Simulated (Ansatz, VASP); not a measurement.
Pd in VASP and in Ansatz

```
CELL_PARAMETERS angstrom
0.00000 1.94650 1.94650
1.94650 0.00000 1.94650
1.94650 1.94650 0.00000
ATOMIC_POSITIONS crystal
Pd 0.00000 0.00000 0.00000
```

Alike in both runs: functional r2SCAN; k mesh 12 × 12 × 12; occupations fermi-dirac, width 0.05 eV; non-collinear spin, spin-orbit coupling.

```csv
,VASP,Ansatz
version,VASP 6.6.1,Ansatz 0.2.0
potentials or method,"VASP PAW PBE potentials, release 64 (Pd)",Ansatz PAW
plane-wave cutoff (eV),520,500
valence electrons in the cell,10,18
task,single point,band structure
```

Ansatz gave:

```
pressure (GPa)           : 2.1
net moment per atom (μB) : 0.00
```

Question: What did VASP give for the same quantities?

Answer: Pressure (GPa): 2.9; net moment per atom (μB): 0.00.

VASP's potentials were made for PBE, not for r2SCAN. VASP's potentials hold 10 valence electrons a cell and Ansatz's 18, so a difference there can come from the potentials and not from the codes.
